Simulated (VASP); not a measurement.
The system is ScBSbP3.

```xyz
6
Lattice="2.6009 -3.2475 0.0000 2.6009 3.2475 0.0000 0.0000 0.0000 8.0126" Properties=species:S:1:pos:R:3 pbc="T T T"
Sc    2.6009    0.0000    4.0063
B     0.0000    0.0000    0.0000
Sb    2.6009    0.0000    0.0000
P     0.0000    0.0000    4.0063
P     2.6009    1.7080    4.0063
P     2.6009   -1.7080    4.0063
```

| Item | Value |
| --- | --- |
| Program | VASP 6.6.1 |
| Task | relaxation of cell and atoms |
| Functional | PBE |
| Potentials or basis | VASP PAW PBE potentials, release 64 (Sc_sv, B, Sb, P) |
| Cutoff | 600 eV |
| k mesh | 4 × 4 × 2 |
| Occupations | gaussian, width 0.1 eV |
| Spin | no spin polarisation |

At the start: pressure 70.3 GPa; volume 22.56 Å³/atom.

**Question.** How do energy, volume and symmetry change on relaxing?

**Answer.** Over 33 steps the energy falls by 4314.7 meV/atom and the volume is 23.61 Å³/atom (+4.6 %); space group Cmmm (No. 65, to 0.05 Å).

Step by step:
```
step  energy change (eV)  largest force (eV/Å)  pressure (GPa)  volume (Å³)
   1              0.0000               13.1032           70.30       135.36
   2            -15.7817                0.6300          -10.38       322.39
   3            -18.4007                8.1704            2.33       215.40
   4            -19.8248                3.7873           -2.42       249.88
   5            -19.8389                2.5709           -4.05       265.67
   6            -19.8664                2.7473           -3.81       263.13
   7            -21.8872                2.1797           -3.93       229.64
   8            -22.0174                2.4393           -2.53       220.56
   9            -23.3020                2.2534            1.13       189.10
  10            -23.4896                1.3447            4.51       174.45
  11            -24.1136                0.2455           -0.01       172.40
  12            -24.1664                0.1307           -0.58       171.88
  13            -24.3653                0.7599           -1.59       170.71
  14            -24.6745                0.3886           -3.66       167.89
  15            -24.6988                0.2291           -4.22       166.87
  16            -25.3553                0.6357           -3.16       148.67
  17            -14.6288               19.8185           60.25        97.52
  18            -25.2296                0.7488           -2.19       146.47
  19            -25.0519                0.8070            6.68       121.30
  20            -25.4123                0.7920           -0.84       138.54
  21            -25.4563                0.3578            1.69       130.16
  22            -25.4725                0.5802            0.52       133.30
  23            -25.4731                0.5372            0.75       132.63
  24            -25.6457                0.4072            1.31       132.12
  25            -25.6930                0.2656            2.60       131.50
  26            -25.8370                0.1233           -0.31       140.46
  27            -25.8407                0.0841           -0.72       141.96
  28            -25.8763                0.0619            0.16       140.75
  29            -25.8787                0.0441            0.40       140.42
  30            -25.8790                0.0344            0.50       140.28
  31            -25.8867                0.0209           -0.06       141.90
  32            -25.8874                0.0058            0.05       141.54
  33            -25.8882                0.0045           -0.06       141.64
```

Final structure:
```
Sc B Sb P
1.0
     2.45385   -5.02798    0.00000
     2.45385    5.02798    0.00000
     0.00000    0.00000    5.74020
Sc B Sb P
1 1 1 3
Direct
  0.50000 0.50000 0.50000
  0.00000 0.00000 0.00000
  0.50000 0.50000 0.00000
  0.00000 0.00000 0.50000
  0.22766 0.77234 0.50000
  0.77234 0.22766 0.50000
```

Caveat: the k points lie up to 0.55 Å⁻¹ apart in the final cell.
